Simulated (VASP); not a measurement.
Crystal: GaP (dq5).

```
CELL_PARAMETERS angstrom
0.00000 2.72581 2.72581
2.72581 0.00000 2.72581
2.72581 2.72581 0.00000
ATOMIC_POSITIONS crystal
Ga 0.00000 0.00000 0.00000
P 0.75000 0.75000 0.75000
```

| Quantity | Value |
| --- | --- |
| Program | VASP 6.6.1 |
| Task | relaxation of cell and atoms |
| Functional | LDA |
| Potentials or basis | VASP PAW LDA potentials, release 64 (Ga_d, P) |
| Cutoff | 600 eV |
| k mesh | 8 × 8 × 8 |
| Occupations | gaussian, width 0.02 eV |
| Spin | no spin polarisation |

At the start: pressure -2.7 GPa; volume 20.25 Å³/atom.

**Question.** Where does the relaxation end?

**Answer.** Over 11 steps the energy falls by 5.6 meV/atom and the volume is 19.61 Å³/atom (-3.2 %); space group F-43m (No. 216, to 0.05 Å).

The path:
| step | energy change (eV) | largest force (eV/Å) | pressure (GPa) | volume (Å³) |
| --- | --- | --- | --- | --- |
| 1 | 0.0000 | 0.0000 | -2.73 | 40.51 |
| 2 | -0.0076 | 0.0000 | 1.71 | 38.51 |
| 3 | -0.0112 | 0.0000 | -0.08 | 39.22 |
| 4 | -0.0112 | 0.0000 | 0.10 | 39.19 |
| 5 | -0.0112 | 0.0000 | -0.10 | 39.26 |
| 6 | -0.0112 | 0.0000 | 0.04 | 39.22 |
| 7 | -0.0112 | 0.0000 | -0.06 | 39.23 |
| 8 | -0.0112 | 0.0000 | 0.07 | 39.22 |
| 9 | -0.0112 | 0.0000 | -0.06 | 39.23 |
| 10 | -0.0112 | 0.0000 | -0.03 | 39.22 |
| 11 | -0.0112 | 0.0000 | -0.01 | 39.22 |

Final structure:
```
CELL_PARAMETERS angstrom
0.00000 2.69671 2.69671
2.69671 0.00000 2.69671
2.69671 2.69671 0.00000
ATOMIC_POSITIONS crystal
Ga 0.00000 0.00000 0.00000
P 0.75000 0.75000 0.75000
```
